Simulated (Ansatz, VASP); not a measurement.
# SrTe: VASP beside Ansatz

File INCAR:

```
SYSTEM = SrTe
PREC = Accurate
ENCUT = 500
EDIFF = 1E-6
ISMEAR = -1
SIGMA = 0.03
LREAL = .False.
LASPH = .True.
NELM = 120
ALGO = Normal
ISIF = 2
LWAVE = .False.
LCHARG = .False.
GGA = PE
NBANDS = 15
GGA_COMPAT = .False.
```

KPOINTS

```
Automatic mesh
0
Gamma
  11 11 11
  0 0 0
```

POSCAR

```
SrTe
1.0
    0.0000000000      3.4142569568      3.4142569568
    3.4142569568      0.0000000000      3.4142569568
    3.4142569568      3.4142569568      0.0000000000
Sr Te
1 1
Direct
    0.0000000000      0.0000000000      0.0000000000
    0.5000000000      0.5000000000      0.5000000000
```

Input for Ansatz:

```yaml
crystal:
  lattice:
    - [0.0, 3.4142569568, 3.4142569568]
    - [3.4142569568, 0.0, 3.4142569568]
    - [3.4142569568, 3.4142569568, 0.0]
  atoms:
    - { symbol: Sr, position: [0.0, 0.0, 0.0] }
    - { symbol: Te, position: [0.5, 0.5, 0.5] }
kpoints:
  mp_grid: { grid: [11, 11, 11] }
scf:
  occupations: { method: fermi_dirac, width: 0.03 }
hamiltonian:
  xc: pbe
  pseudopotentials: { kind: all_electron, lapw: { basis_error: 0.00025 } }
output:
  forces: true
  stress: true
  eigenvalues: true
```

Change from the starting cell: volume scaled by 1.05.

Alike in both runs: task single point; functional PBE; k mesh 11 × 11 × 11; occupations fermi-dirac, width 0.03 eV; no spin polarisation.

|  | VASP | Ansatz |
| --- | --- | --- |
| version | VASP 6.6.1 | Ansatz 0.2.0 |
| potentials or method | VASP PAW PBE potentials, release 64 (Sr_sv, Te), cutoff 500 eV | all-electron LAPW, scalar-relativistic |

|  | VASP | Ansatz | Ansatz less VASP |
| --- | --- | --- | --- |
| gap on the k mesh at the Fermi level (eV) | 1.89 | 1.91 | +0.021 |
| pressure (GPa) | -1.4 | -1.4 | -0.07 |

Ansatz ran all-electron here, and VASP with PAW potentials.

Neither program's run includes spin-orbit coupling.
